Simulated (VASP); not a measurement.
Runs of VASP 6.6.1 on CoO. The structure is trigonal, space group R-3m (No. 166). The conventional cell has a = 3.011 Å, b = 3.011 Å, c = 7.320 Å, α = 90.00°, β = 90.00°, γ = 120.00°. Co (site symmetry -3m) has 6 O at 2.12 Å within 2.8 Å. O (site symmetry -3m) has 6 Co at 2.12 Å within 2.8 Å. 

| spin | fixed moment (μB) | gap on the mesh (eV) | pressure (GPa) | moment (μB) |
| --- | --- | --- | --- | --- |
| collinear, ferromagnetic start | - | none | -0.6 | 2.89 |
| collinear, ferromagnetic start | 4.0 | - | 24.2 | 4.00 |
| collinear, ferromagnetic start | 3.0 | - | (a) | 3.00 |
| collinear, ferrimagnetic start | - | none | -0.6 | 2.89 |

Alike in all rows: task single point; level PBE; potentials or basis VASP PAW PBE potentials, release 64 (Co, O); cell as given; k mesh 18 × 18 × 18; cutoff (eV) 520; smearing gaussian 0.1 eV.

**Question.** Fill in the values left out.

**Answer.** (a) 0.4.

Caveats: a cell with one magnetic atom can't hold antiferromagnetic order, which such compounds often take; semilocal functionals often make such compounds metallic where correlation or magnetic order opens a gap, which also shifts bond lengths (some runs); the total moment is fixed, so each spin has its own Fermi level (some runs).

A gap of «none» marks levels without a gap at the run's occupations.
